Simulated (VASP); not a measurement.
Write the native input for VASP 6.6.1 that does the following.

```yaml
Task: relaxation of cell and atoms
Functional: LDA
Potentials_or_basis: VASP PAW LDA potentials, release 64 (Ag)
Cutoff: 600 eV
k_mesh: 18 × 18 × 10
Occupations: fermi-dirac, width 0.1 eV
Spin: no spin polarisation
Target_pressure: 15 GPa
Dipole_correction: no
Further_INCAR_settings: ALGO = Normal; EDIFF = 1e-06; IBRION = 2; EDIFFG = -0.002; NSW = 100; ISIF = 3
```

The structure of Ag lies in POSCAR:

```
Ag
1.0
    2.8277090927      0.0000000000      0.0000000000
   -1.4138545463      2.4488679088      0.0000000000
    0.0000000000      0.0000000000      4.6341114828
Ag
2
Direct
    0.3333333333      0.6666666667      0.2500000000
    0.6666666667      0.3333333333      0.7500000000
```

This isn't the form of Ag at room conditions, which is fcc.

These files were run (other wordings do the same):

INCAR

```
SYSTEM = Ag
PREC = Accurate
ENCUT = 600
EDIFF = 1E-6
ISMEAR = -1
SIGMA = 0.1
LREAL = .False.
LASPH = .True.
NELM = 60
ALGO = Normal
ISIF = 3
LWAVE = .False.
LCHARG = .False.
IBRION = 2
NSW = 100
EDIFFG = -0.002
PSTRESS = 150.0
```

KPOINTS

```
Automatic mesh
0
Gamma
  18 18 10
  0 0 0
```

Potentials or basis: VASP PAW LDA potentials, release 64 (Ag).

Run with:

```bash
$ cat potpaw_LDA.64/Ag/POTCAR > POTCAR
$ mpirun -np 1 vasp_std > vasp.out
```

It gave:

```
Relaxed volume                                             : 14.74 Å³/atom
Relaxed cell                                               : a = 2.749 Å, b = 2.749 Å, c = 4.503 Å, α = 90.00°, β = 90.00°, γ = 120.00°
Space group after relaxing (to 0.1 Å)                      : P6_3/mmc (No. 194)
Energy change on relaxing (the run minimises the enthalpy) : +56.3 meV/atom
Ionic steps                                                : 13
Pressure after relaxing                                    : 15.0 GPa
Band gap on the k mesh                                     : zero (bands 11 and 12 overlap by 8.09 eV)
```

Caveat: the cell is relaxed towards a set pressure, so the run minimises the enthalpy, not the energy.

Wall time 4.7 min on 1 thread of AMD EPYC 9R45 96-Core Processor (Zen 5), with other jobs on the host, peak memory 0.21 GiB.
